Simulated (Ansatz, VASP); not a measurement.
## Sn: VASP beside Ansatz

Contents of INCAR:

```
SYSTEM = Sn
PREC     = Accurate       ! precision mode
ENCUT    = 520            ! plane-wave cutoff, eV
EDIFF    = 1E-7           ! SCF threshold, eV
ISMEAR   = -1             ! smearing method
SIGMA    = 0.05           ! smearing width, eV
LREAL    = .FALSE.        ! projectors in reciprocal space
LASPH    = .TRUE.         ! aspherical terms in the spheres
NELM     = 60             ! most SCF steps
ALGO     = Normal         ! electronic algorithm
ISIF     = 2              ! what is computed and relaxed
LWAVE    = .FALSE.        ! write WAVECAR
LCHARG   = .TRUE.         ! write CHGCAR
LELF     = .TRUE.         ! ELF
LVHAR    = .TRUE.       
NBANDS   = 21             ! bands
```

Contents of KPOINTS:

```
regular mesh
0
G
  12 12 12
  0 0 0
```

File POSCAR:

```
Sn
1.0
   -2.9401404553      2.9401404553      1.5993019889
    2.9401404553     -2.9401404553      1.5993019889
    2.9401404553      2.9401404553     -1.5993019889
Sn
2
Direct
    0.7500000000      0.2500000000      0.5000000000
    0.0000000000      0.0000000000      0.0000000000
```

Input for Ansatz:

```yaml
crystal:
  lattice:
    - [-2.9401404553, 2.9401404553, 1.5993019889]
    - [2.9401404553, -2.9401404553, 1.5993019889]
    - [2.9401404553, 2.9401404553, -1.5993019889]
  atoms:
    - { symbol: Sn, position: [0.75, 0.25, 0.5] }
    - { symbol: Sn, position: [0.0, 0.0, 0.0] }
kpoints:
  mp_grid: { grid: [12, 12, 12] }
  band_path:
    path:
      - [0.0, 0.0, 0.0]
      - [0.0, 0.0, 0.5]
      - [-0.5, 0.5, 0.5]
      - [0.0, 0.0, 0.0]
      - [0.3239715651, 0.3239715651, -0.3239715651]
      - [-0.3239715651, 0.6760284349, 0.3239715651]
      - [-0.5, 0.5, 0.5]
      - [0.0, 0.0, 0.5]
      - [0.25, 0.25, 0.25]
    npoints: 5
scf:
  occupations: { method: fermi_dirac, width: 0.05 }
hamiltonian:
  xc: lda
  pseudopotentials: { kind: all_electron, lapw: { basis_error: 0.00025 } }
output:
  forces: true
  stress: true
  eigenvalues: true
```

Alike in both runs: task single point; functional LDA; k mesh 12 × 12 × 12; occupations fermi-dirac, width 0.05 eV; no spin polarisation.

|  | VASP | Ansatz |
| --- | --- | --- |
| version | VASP 6.6.1 | Ansatz 0.2.0 |
| potentials or method | VASP PAW LDA potentials, release 64 (Sn_d), cutoff 520 eV | all-electron LAPW, scalar-relativistic |

```csv
,VASP,Ansatz,Ansatz less VASP
pressure (GPa),-2.9,-2.9,+0.04
```

LDA's correlation is that of Perdew and Zunger in VASP and of Perdew and Wang (1992) in Ansatz. Ansatz ran all-electron here, and VASP with PAW potentials.
